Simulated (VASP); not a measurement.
Input of a VASP 6.6.1 run:

The input INCAR:

```
SYSTEM = PbS
ALGO = Normal ; EDIFF = 1E-6
ENCUT = 520 ; GGA = PE
ISIF = 2 ; ISMEAR = -1
LASPH = .TRUE. ; LCHARG = .FALSE.
LREAL = .FALSE. ; LWAVE = .FALSE.
NBANDS = 17 ; NELM = 60
PREC = Accurate ; SIGMA = 0.1
```

File KPOINTS:

```
k-points
0
G
  6 6 6
  0 0 0
```

File POSCAR:

```
PbS
1.0
    0.0000000000      2.9657500000      2.9657500000
    2.9657500000      0.0000000000      2.9657500000
    2.9657500000      2.9657500000      0.0000000000
Pb S
1 1
Direct
    0.0000000000      0.0000000000      0.0000000000
    0.5000000000      0.5000000000      0.5000000000
```

Potentials or basis: VASP PAW PBE potentials, release 64 (Pb_d, S).

Run with:

```sh
$ cat potpaw_PBE.64/Pb_d/POTCAR potpaw_PBE.64/S/POTCAR > POTCAR
$ mpirun -np 1 vasp_std > vasp.out
```

What does it give for the band gap on the k mesh?

0.37 eV, direct.

What does it give for the pressure?

2.1 GPa.

Caveat: spin-orbit coupling is left out, which moves the levels of the heavy elements. A k mesh can miss the band edges.
